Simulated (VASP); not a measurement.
Wanted: the native input for a VASP 6.6.1 run.

```
Task                   : single point
Functional             : PBE
Potentials or basis    : VASP PAW PBE potentials, release 64 (Sr_sv)
Cutoff                 : 520 eV
k mesh                 : 10 × 10 × 5
Occupations            : fermi-dirac, width 0.08 eV
Spin                   : no spin polarisation
Dipole correction      : no
Further INCAR settings : ALGO = Normal; EDIFF = 1e-07; NBANDS = 17
```

The structure of Sr lies in POSCAR:

```
Sr
1.0
    4.2517498339      0.0000000000      0.0000000000
   -2.1258749170      3.6821233666      0.0000000000
    0.0000000000      0.0000000000      6.9547180496
Sr
2
Direct
    0.3333333333      0.6666666667      0.2500000000
    0.6666666667      0.3333333333      0.7500000000
```

This cell differs from its parent crystal: volume scaled by 0.96.

One way to write it, as run:

INCAR

```
SYSTEM = Sr
PREC     = Accurate       ! precision mode
ENCUT    = 520            ! plane-wave cutoff, eV
EDIFF    = 1E-7           ! SCF threshold, eV
ISMEAR   = -1             ! smearing method
SIGMA    = 0.08           ! smearing width, eV
LREAL    = .False.        ! projectors in reciprocal space
LASPH    = .True.         ! aspherical terms in the spheres
NELM     = 60             ! most SCF steps
ALGO     = Normal         ! electronic algorithm
ISIF     = 2              ! what is computed and relaxed
LWAVE    = .False.        ! write WAVECAR
LCHARG   = .False.        ! write CHGCAR
GGA      = PE             ! functional
NBANDS   = 17             ! bands
```

KPOINTS

```
regular mesh
0
Gamma
  10 10 5
  0 0 0
```

Potentials or basis: VASP PAW PBE potentials, release 64 (Sr_sv).

Launch:

```bash
$ cat potpaw_PBE.64/Sr_sv/POTCAR > POTCAR
$ mpirun -np 1 vasp_std > vasp.out
```

Results of the run:

```
Pressure               : 0.2 GPa
Band gap on the k mesh : zero (band 10 reaches 1.75 eV, above the bottom of band 11 at 1.62 eV)
```

It took 62 s on 1 thread of Intel Xeon 6975P-C, on a shared host, peak memory 0.26 GiB.
